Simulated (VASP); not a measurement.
# SnTe (F-43m) in VASP: further runs, part 2 of 2

VASP 6.6.1. The steps go on from the part before.

## Step 3: Single point, PBEsol

This run uses another cell than the first one, of 28.02 Å³/atom, 0.609 times its volume.

File INCAR:

```
SYSTEM = SnTe
PREC     = Accurate       ! precision mode
ENCUT    = 520            ! plane-wave cutoff, eV
EDIFF    = 1E-7           ! SCF threshold, eV
ISMEAR   = -1             ! smearing method
SIGMA    = 0.05           ! smearing width, eV
LREAL    = .False.        ! projectors in reciprocal space
LASPH    = .True.         ! aspherical terms in the spheres
NELM     = 80             ! most SCF steps
ALGO     = Normal         ! electronic algorithm
ISIF     = 2              ! what is computed and relaxed
LWAVE    = .False.        ! write WAVECAR
LCHARG   = .True.         ! write CHGCAR
GGA      = PS             ! functional
LELF     = .True.         ! ELF
LVHAR    = .True.       
NBANDS   = 17             ! bands
```

File KPOINTS:

```
Automatic mesh
0
Gamma
  7 7 7
  0 0 0
```

File POSCAR:

```
SnTe
1.0
    0.0000000000      3.0372186223      3.0372186223
    3.0372186223      0.0000000000      3.0372186223
    3.0372186223      3.0372186223      0.0000000000
Te Sn
1 1
Direct
    0.2500000000      0.2500000000      0.2500000000
    0.0000000000      0.0000000000      0.0000000000
```

Potentials or basis: VASP PAW PBE potentials, release 64 (Te, Sn_d).

Command:

```bash
$ cat potpaw_PBE.64/Te/POTCAR potpaw_PBE.64/Sn_d/POTCAR > POTCAR
$ mpirun -np 1 vasp_std > vasp.out
```

OUTCAR:

```text
SYSTEM = SnTe
   PREC = Accurate
   ENCUT = 520
   EDIFF = 1E-7
   ISMEAR = -1
   LREAL = .False.
   LASPH = .True.
   NELM = 80
   ISIF = 2
   GGA = PS

 ion  position               nearest neighbor table
   1  0.250  0.250  0.250-   2 2.63   2 2.63   2 2.63   2 2.63
   2  0.000  0.000  0.000-   1 2.63   1 2.63   1 2.63   1 2.63

  LATTYP: Found a face centered cubic cell.
 ALAT       =     6.0744372446

  Lattice vectors:

 A1 = (   0.0000000000,   3.0372186223,   3.0372186223)
 A2 = (   3.0372186223,   0.0000000000,   3.0372186223)
 A3 = (   3.0372186223,   3.0372186223,   0.0000000000)

Analysis of symmetry for initial positions (statically):
=====================================================================
 Subroutine PRICEL returns:
 Original cell was already a primitive cell.

 Routine SETGRP: Setting up the symmetry group for a
 face centered cubic supercell.

 Subroutine GETGRP returns: Found 24 space group operations
 (whereof 24 operations were pure point group operations)
 out of a pool of 48 trial point group operations.

The static configuration has the point symmetry T_d .

Analysis of symmetry for dynamics (positions and initial velocities):
=====================================================================
 Subroutine PRICEL returns:
 Original cell was already a primitive cell.

 Routine SETGRP: Setting up the symmetry group for a
 face centered cubic supercell.

 Subroutine GETGRP returns: Found 24 space group operations
 (whereof 24 operations were pure point group operations)
 out of a pool of 48 trial point group operations.

The dynamic configuration has the point symmetry T_d .

 Subroutine INISYM returns: Found 24 space group operations
 (whereof 24 operations are pure point group operations),
 and found     1 'primitive' translations

----------------------------------------------------------------------------------------

                                     Primitive cell

  volume of cell :      56.0348

  direct lattice vectors                    reciprocal lattice vectors
     0.000000000  3.037218622  3.037218622    -0.164624303  0.164624303  0.164624303
     3.037218622  0.000000000  3.037218622     0.164624303 -0.164624303  0.164624303
     3.037218622  3.037218622  0.000000000     0.164624303  0.164624303 -0.164624303

  length of vectors
     4.295275768  4.295275768  4.295275768     0.285137658  0.285137658  0.285137658

  position of ions in fractional coordinates (direct lattice)
     0.250000000  0.250000000  0.250000000
     0.000000000  0.000000000  0.000000000

  ion indices of the primitive-cell ions
   primitive index   ion index
                 1           1
                 2           2

----------------------------------------------------------------------------------------

 KPOINTS: Automatic mesh

Automatic generation of k-mesh.
 Grid dimensions read from file:
 generate k-points for:    7    7    7

 Generating k-lattice:

  Cartesian coordinates                     Fractional coordinates (reciprocal lattice)
    -0.023517758  0.023517758  0.023517758     0.142857143  0.000000000  0.000000000
     0.023517758 -0.023517758  0.023517758     0.000000000  0.142857143  0.000000000
     0.023517758  0.023517758 -0.023517758     0.000000000  0.000000000  0.142857143

  Length of vectors
     0.040733951  0.040733951  0.040733951

  Shift w.r.t. Gamma in fractional coordinates (k-lattice)
     0.000000000  0.000000000  0.000000000

 Subroutine IBZKPT returns following result:
 ===========================================

 Found     20 irreducible k-points:

 Following reciprocal coordinates:
            Coordinates               Weight
  0.000000  0.000000  0.000000      1.000000
  0.142857  0.000000  0.000000      8.000000
  0.285714  0.000000  0.000000      8.000000
  0.428571  0.000000  0.000000      8.000000
  0.142857  0.142857  0.000000      6.000000
  0.285714  0.142857  0.000000     24.000000
[... 12 lines left out ...]
 -0.428571  0.428571  0.142857     24.000000
 -0.285714  0.428571  0.142857     24.000000
   k-points           NKPTS =     20   k-points in BZ     NKDIM =     20   number of bands    NBANDS=     17
   number of dos      NEDOS =    301   number of ions     NIONS =      2
   total plane-waves  NPLWV =  32768
   dimension x,y,z NGX =    32 NGY =   32 NGZ =   32
   dimension x,y,z NGXF=    64 NGYF=   64 NGZF=   64
   ions per type =               1   1
   NGX,Y,Z   is equivalent  to a cutoff of  12.39, 12.39, 12.39 a.u.
   NGXF,Y,Z  is equivalent  to a cutoff of  24.77, 24.77, 24.77 a.u.
 SYSTEM =  SnTe
   PREC   = accura    normal or accurate (medium, high low for compatibility)
   ISTART =      0    job   : 0-new  1-cont  2-samecut
   ICHARG =      2    charge: 1-file 2-atom 10-const
   ISPIN  =      1    spin polarized calculation?
   LNONCOLLINEAR =      F non collinear calculations
   LSORBIT =      F    spin-orbit coupling
   LASPH  =      T    aspherical Exc in radial PAW
   ENCUT  =  520.0 eV  38.22 Ry    6.18 a.u.   7.99  7.99  7.99*2*pi/ulx,y,z
   NELM   =     80;   NELMIN=  2; NELMDL= -5     # of ELM steps
   EDIFF  = 0.1E-06   stopping-criterion for ELM
   LREAL  =      F    real-space projection
   EDIFFG = 0.1E-05   stopping-criterion for IOM
   NSW    =      0    number of steps for IOM
   IBRION =     -1    ionic relax: 0-MD 1-quasi-New 2-CG
   NFREE  =      0    steps in history (QN), initial steepest desc. (CG)
   ISIF   =      2    stress and relaxation
   ISYM   =      2    0-nonsym 1-usesym 2-fastsym
   POTIM  = 0.5000    time-step for ionic-motion
   TEBEG  =    0.0;   TEEND  =   0.0 temperature during run
   PSTRESS=    0.0 pullay stress
   NELECT =      20.0000    total number of electrons
   NUPDOWN=      -1.0000    fix difference up-down
   EMIN   =  10.00;   EMAX   =-10.00  energy-range for DOS
   EFERMI =   0.00;   METHOD = LEGACY
   ISMEAR =    -1;   SIGMA  =   0.05  broadening in eV -4-tet -1-fermi 0-gaus
   EFERMI_NEDOS =   21; number of points for ismear=-14 and -15
   IALGO  =     38    algorithm
   IMIX   =      4    mixing-type and parameters
     AMIX     =   0.40;   BMIX     =  1.00
     AMIX_MAG =   1.60;   BMIX_MAG =  1.00
  volume/ion in A,a.u.               =      28.02       189.07
  Fermi-wavevector in a.u.,A,eV,Ry     =   1.161267  2.194477 18.348017  1.348541
  Thomas-Fermi vector in A             =   2.297841
   LORBIT       =      0    0 simple, 1 ext, 2 COOP (PROOUT), +10 PAW based schemes
   GGA     = PS    functional components
   LHFCALC =     F    Hartree Fock is set to
   AEXX    =    0.0000 exact exchange contribution
   IVDW    =     0    specifies the selected vdW correction
   LEPSILON=     F    determine dielectric tensor
   LRPA    =     F    only Hartree local field effects (RPA)
 non-spin polarized calculation
  energy-cutoff  :      520.00
  volume of cell :       56.03
 maximum number of plane-waves:      1516
   NGX = 15   NGY = 15   NGZ = 15

 number of electron      19.9999996 magnetization

 Free energy of the ion-electron system (eV)
  ---------------------------------------------------
  ext. energy  EPLUGINS =         0.00000000
  ---------------------------------------------------
  free energy    TOTEN  =        -5.52039077 eV

  energy without entropy =       -5.50319880  energy(sigma->0) =       -5.51179478

 E-fermi :   8.6713     XC(G=0):  -9.9535

 val. band max:        8.6084479270   @ k =  -0.4286   0.2857   0.1429
 cond. band min:       8.7584390572   @ k =  -0.4286   0.4286   0.1429
 fundamental gap:      0.1499911302
 Fermi energy:         8.6712817681

 k-point     1 :       0.0000    0.0000    0.0000
  band No.  band energies     occupation
      1     -13.7178      2.00000
      2     -13.7178      2.00000
      3     -13.7178      2.00000
      4     -13.6272      2.00000
      5     -13.6272      2.00000
      6      -6.5186      2.00000
[... 9 lines left out ...]
     16      15.2558      0.00000
     17      16.0282      0.00000
[... 361 lines left out ...]
 k-point    20 :      -0.2857    0.4286    0.1429
  band No.  band energies     occupation
      1     -13.7572      2.00000
      2     -13.6955      2.00000
      3     -13.6869      2.00000
      4     -13.6340      2.00000
      5     -13.6253      2.00000
      6      -4.3523      2.00000
[... 9 lines left out ...]
     16      18.0961      0.00000
     17      18.7623      0.00000

------------------------ aborting loop because EDIFF is reached ----------------------------------------

  FORCE on cell =-STRESS in cart. coord.  units (eV):
  Direction    XX          YY          ZZ          XY          YZ          ZX
  --------------------------------------------------------------------------------------
  -------------------------------------------------------------------------------------
  Total       10.4921565     10.4921565     10.4921565      0.0000000      0.0000000     -0.0000000
  in kB      299.9971877    299.9971877    299.9971877      0.0000000      0.0000000     -0.0000000
  external PRESSURE =     299.9971877 kB  Pullay stress =       0.0000000 kB

 VOLUME and BASIS-vectors are now :
 -----------------------------------------------------------------------------
  energy-cutoff  :      520.00
  volume of cell :       56.03
      direct lattice vectors                 reciprocal lattice vectors
     0.000000000  3.037218622  3.037218622    -0.164624303  0.164624303  0.164624303
     3.037218622  0.000000000  3.037218622     0.164624303 -0.164624303  0.164624303
     3.037218622  3.037218622  0.000000000     0.164624303  0.164624303 -0.164624303

 POSITION                                       TOTAL-FORCE (eV/Angst)
 -----------------------------------------------------------------------------------
      1.51861      1.51861      1.51861        -0.000000     -0.000000     -0.000000
      0.00000      0.00000      0.00000         0.000000      0.000000      0.000000
 -----------------------------------------------------------------------------------
    total drift:                               -0.000000     -0.000000     -0.000000

  FREE ENERGIE OF THE ION-ELECTRON SYSTEM (eV)
  ---------------------------------------------------
  free  energy   TOTEN  =        -5.5203907674 eV

  energy  without entropy=       -5.5031988005  energy(sigma->0) =       -5.51179478
```

Run time: 18 s. Hardware: 1 thread of Intel Xeon Platinum 8488C (Sapphire Rapids), shared host; peak memory 0.18 GiB.

What came out:

```
Free energy            : -5.5204 eV
Pressure               : 30.0 GPa
Band gap on the k mesh : zero (band 10 reaches 8.81 eV, above the bottom of band 11 at 7.72 eV)
```

Caveat: the PAW data sets were made with another functional, which shifts forces and pressure a little; spin-orbit coupling is left out, which moves the levels of the heavy elements.

## Step 4: Single point, PBEsol

This run uses another cell than the first one, of 30.75 Å³/atom, 0.669 times its volume.

File INCAR:

```
ALGO     = Normal         # electronic algorithm
EDIFF    = 1E-6           # SCF threshold, eV
ENCUT    = 520            # plane-wave cutoff, eV
GGA      = PS             # functional
ISIF     = 2              # what is computed and relaxed
ISMEAR   = -1             # smearing method
LASPH    = T              # aspherical terms in the spheres
LCHARG   = F              # write CHGCAR
LREAL    = F              # projectors in reciprocal space
LWAVE    = F              # write WAVECAR
NBANDS   = 17             # bands
NELM     = 80             # most SCF steps
PREC     = Accurate       # precision mode
SIGMA    = 0.05           # smearing width, eV
```

File KPOINTS:

```
k-points
0
Gamma
  7 7 7
```

File POSCAR:

```
SnTe
1.0
    0.0000000000      3.1329544890      3.1329544890
    3.1329544890      0.0000000000      3.1329544890
    3.1329544890      3.1329544890      0.0000000000
Te Sn
1 1
Direct
    0.2500000000      0.2500000000      0.2500000000
    0.0000000000      0.0000000000      0.0000000000
```

Command:

```bash
$ cat potpaw_PBE.64/Te/POTCAR potpaw_PBE.64/Sn_d/POTCAR > POTCAR
$ mpirun -np 1 vasp_std > vasp.out
```

It took 18 s on 1 thread of Intel Xeon Platinum 8488C (Sapphire Rapids), shared host; peak memory 0.21 GiB.

The run converged. Its results:

```yaml
Free_energy: -6.3652 eV
Pressure: 20.0 GPa
Band_gap_on_the_k_mesh: zero (band 10 reaches 7.58 eV, above the bottom of band 11 at 6.70 eV)
```

Levels at points of the mesh, in eV from the Fermi level:
| k point | band 6 | band 7 | band 8 | band 9 | band 10 | band 11 | band 12 | band 13 | band 14 | band 15 |
| --- | --- | --- | --- | --- | --- | --- | --- | --- | --- | --- |
| (0.00, 0.00, 0.00) | -14.37 | -3.60 | -2.92 | -2.92 | -2.92 | 0.56 | 0.56 | 0.56 | 3.87 | 6.54 |

Caveat: the PAW data sets were made with another functional, which shifts forces and pressure a little; spin-orbit coupling is left out, which moves the levels of the heavy elements.

## Step 5: Single point, PBEsol

This run uses another cell than the first one, of 35.01 Å³/atom, 0.761 times its volume.

File INCAR:

```
SYSTEM = SnTe
PREC = Accurate
ENCUT = 520
EDIFF = 1E-7
ISMEAR = -1
SIGMA = 0.05
LREAL = .FALSE.
LASPH = .TRUE.
NELM = 60
ALGO = Normal
ISIF = 2
LWAVE = .FALSE.
LCHARG = .FALSE.
GGA = PS
NBANDS = 17
```

File KPOINTS:

```
Automatic mesh
0
G
  7 7 7
  0 0 0
```

File POSCAR:

```
SnTe
1.0
    0.0000000000      3.2712520450      3.2712520450
    3.2712520450      0.0000000000      3.2712520450
    3.2712520450      3.2712520450      0.0000000000
Te Sn
1 1
Direct
    0.2500000000      0.2500000000      0.2500000000
    0.0000000000      0.0000000000      0.0000000000
```

Command:

```bash
$ cat potpaw_PBE.64/Te/POTCAR potpaw_PBE.64/Sn_d/POTCAR > POTCAR
$ mpirun -np 1 vasp_std > vasp.out
```

It took 22 s on 1 thread of Intel Xeon Platinum 8488C (Sapphire Rapids), shared host; peak memory 0.21 GiB.

It converged, with:

```yaml
Free_energy: -7.1402 eV
Pressure: 10.0 GPa
Band_gap_on_the_k_mesh: zero (band 10 reaches 5.98 eV, above the bottom of band 11 at 5.44 eV)
```

Levels at points of the mesh, in eV from the Fermi level:
```tsv
k point	band 7	band 8	band 9	band 10	band 11	band 12	band 13	band 14
(0.00, 0.00, 0.00)	-4.23	-2.67	-2.67	-2.67	0.69	0.69	0.69	3.86
```

Caveat: the PAW data sets were made with another functional, which shifts forces and pressure a little; spin-orbit coupling is left out, which moves the levels of the heavy elements.

## Step 6: Summary

```csv
level,cell,k mesh,grid for exact exchange (PRECFOCK),screening parameter,gap on the mesh (eV),pressure (GPa)
HSE06,"a = 5.066 Å, angles 60.0°, 2 atoms",4 × 4 × 4,Normal,0.2079 1/Å,0.28,-0.2
PBEsol,"a = 4.295 Å, angles 60.0°, 2 atoms",7 × 7 × 7,-,-,none,30.0
PBEsol,"a = 4.431 Å, angles 60.0°, 2 atoms",7 × 7 × 7,-,-,none,20.0
PBEsol,"a = 4.626 Å, angles 60.0°, 2 atoms",7 × 7 × 7,-,-,none,10.0
```

Alike in all rows: task single point; potentials or basis VASP PAW PBE potentials, release 64 (Te, Sn_d); no spin polarisation; cutoff (eV) 520; smearing fermi-dirac 0.05 eV.

Caveats: the PAW data sets were made with another functional, which shifts forces and pressure a little; spin-orbit coupling is left out, which moves the levels of the heavy elements.

Absolute energies hang on the potentials; compare differences alone.
